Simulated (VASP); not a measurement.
Set up this calculation in VASP 6.6.1, as the native input.

- Task: single point
- Functional: PBE
- Potentials or basis: VASP PAW PBE potentials, release 64 (In_d, Sb, As)
- Cutoff: 520 eV
- k mesh: 6 × 4 × 1
- Occupations: gaussian, width 0.1 eV
- Spin: no spin polarisation
- Dipole correction: no
- Further INCAR settings: ALGO = Normal; EDIFF = 1e-07; NBANDS = 56

The structure of In5Sb3As2 lies in POSCAR:

```
In5Sb3As2
1.0
    2.9728430000      0.0000000000      0.0000000000
    0.0000000000      5.7216281600      0.0000000000
    0.0000000000      0.0000000000     15.6127730100
In Sb As
5 3 2
Direct
    0.0000000000      0.0000000000      0.0000000000
    0.0000000000      0.0000000000      0.2000000000
    0.0000000000      0.0000000000      0.4000000000
    0.0000000000      0.0000000000      0.6000000000
    0.0000000000      0.0000000000      0.8000000000
    0.0000000000      0.5000000000      0.1500000000
    0.0000000000      0.5000000000      0.3500000000
    0.0000000000      0.5000000000      0.9500000000
    0.0000000000      0.5000000000      0.5500000000
    0.0000000000      0.5000000000      0.7500000000
```

These files were run (other wordings do the same):

INCAR

```
PREC = Accurate
ENCUT = 520
EDIFF = 1E-7
ISMEAR = 0
SIGMA = 0.1
LREAL = F
LASPH = T
NELM = 80
ALGO = Normal
ISIF = 2
LWAVE = F
LCHARG = F
GGA = PE
NBANDS = 56
```

KPOINTS

```
regular mesh
0
Gamma
  6 4 1
```

Potentials or basis: VASP PAW PBE potentials, release 64 (In_d, Sb, As).

Run with:

```sh
$ cat potpaw_PBE.64/In_d/POTCAR potpaw_PBE.64/Sb/POTCAR potpaw_PBE.64/As/POTCAR > POTCAR
$ mpirun -np 1 vasp_std > vasp.out
```

Results of the run:

| Quantity | Value |
| --- | --- |
| Pressure | 1.6 GPa |
| Largest force | 0.695 eV/Å |
| Band gap on the k mesh | zero (bands 45 and 46 overlap by 2.22 eV) |

Caveat: the k points lie up to 0.40 Å⁻¹ apart, too coarse for converged energies and pressures of a metal; spin-orbit coupling is left out, which moves the levels of the heavy elements.

Wall time 4.6 min on 1 thread of Intel(R) Xeon(R) 6975P-C (Granite Rapids), on a shared host, peak memory 0.45 GiB.
